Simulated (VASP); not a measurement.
## ScIn3SbP: single point with PBE

ScIn3SbP:

```
CELL_PARAMETERS angstrom
3.98701 0.00000 0.00000
0.00000 3.98701 0.00000
0.00000 0.00000 11.61468
ATOMIC_POSITIONS crystal
Sc 0.00000 0.00000 0.50000
In 0.00000 0.00000 0.75024
In 0.00000 0.00000 0.24976
In 0.50000 0.50000 0.50000
Sb 0.00000 0.00000 0.00000
P 0.50000 0.50000 0.00000
```

The cell was generated, and may not be a known phase.

| Quantity | Value |
| --- | --- |
| Program | VASP 6.6.1 |
| Task | single point |
| Functional | PBE |
| Potentials or basis | VASP PAW PBE potentials, release 64 (Sc_sv, In_d, Sb, P) |
| Cutoff | 520 eV |
| k mesh | 4 × 4 × 2 |
| Occupations | gaussian, width 0.1 eV |
| Spin | no spin polarisation |

| Item | Value |
| --- | --- |
| Pressure | 0.0 GPa |
| Band gap on the k mesh | zero (bands 30 and 31 overlap by 1.19 eV) |

Stress tensor (GPa, compression positive):
```
-0.07  0.00  0.00
 0.00 -0.07  0.00
 0.00  0.00  0.19
```

Levels at points of the mesh, in eV from the Fermi level:
```
           k point  band 26  band 27  band 28  band 29  band 30  band 31  band 32  band 33  band 34  band 35
(0.00, 0.00, 0.00)    -2.63    -2.63     0.46     0.71     0.77     1.73     1.73     2.34     2.62     2.86
(0.50, 0.00, 0.00)    -1.83    -1.41    -0.65    -0.53    -0.15     0.13     0.34     0.39     1.10     1.39
(0.50, 0.50, 0.00)    -3.23    -0.96    -0.96    -0.51    -0.50    -0.24    -0.24     1.39     1.82     1.82
(0.00, 0.00, 0.50)    -2.63    -2.37     0.00     0.77     0.88     1.75     1.75     2.34     2.63     2.78
(0.50, 0.00, 0.50)    -1.70    -1.58    -0.90    -0.53     0.13     0.34     0.55     0.56     1.32     1.82
(0.50, 0.50, 0.50)    -2.82    -1.31    -1.04    -1.04    -0.50     0.00     0.00     1.19     1.19     2.14
```

Run time: 49 s on 1 thread of Intel(R) Xeon(R) 6975P-C (Granite Rapids), on a shared host, peak memory 0.31 GiB.

Caveat: the k points lie up to 0.39 Å⁻¹ apart, too coarse for converged energies and pressures of a metal; spin-orbit coupling is left out, which moves the levels of the heavy elements.
